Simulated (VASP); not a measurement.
Crystal: C.

```
CELL_PARAMETERS angstrom
3.41703 0.00000 0.00000
-1.70851 2.95923 0.00000
0.00000 0.00000 1.27588
ATOMIC_POSITIONS crystal
C 0.00000 0.00000 0.00000
```

| Quantity | Value |
| --- | --- |
| Program | VASP 6.6.1 |
| Task | relaxation of cell and atoms |
| Functional | r2SCAN |
| Potentials or basis | VASP PAW PBE potentials, release 64 (C) |
| Cutoff | 600 eV |
| k mesh | 18 × 18 × 42 |
| Occupations | gaussian, width 0.1 eV |
| Spin | no spin polarisation |

At the start: pressure 0.0 GPa; volume 12.90 Å³/atom.

**Question.** How do energy, volume and symmetry change on relaxing?

**Answer.** Over 9 steps the energy falls by 2.1 meV/atom and the volume is 14.04 Å³/atom (+8.9 %); space group P6/mmm (No. 191, to 0.05 Å).

Step by step:
```
step  energy change (eV)  largest force (eV/Å)  pressure (GPa)  volume (Å³)
   1              0.0000                0.0000            0.04        12.90
   2              0.0009                0.0000            2.80        12.91
   3             -0.0001                0.0000            0.73        12.90
   4             -0.0005                0.0000            0.62        13.00
   5             -0.0014                0.0000            0.35        13.29
   6             -0.0020                0.0000           -0.09        13.88
   7             -0.0021                0.0000           -0.18        14.04
   8              0.0005                0.0000            3.16        14.14
   9             -0.0021                0.0000            0.04        14.04
```

Final structure:
```xyz
1
Lattice="3.5667 0.0000 0.0000 -1.7833 3.0888 0.0000 0.0000 0.0000 1.2748" Properties=species:S:1:pos:R:3 pbc="T T T"
C     0.0000    0.0000    0.0000
```

Caveat: the PAW data sets were made with another functional, which shifts forces and pressure a little.
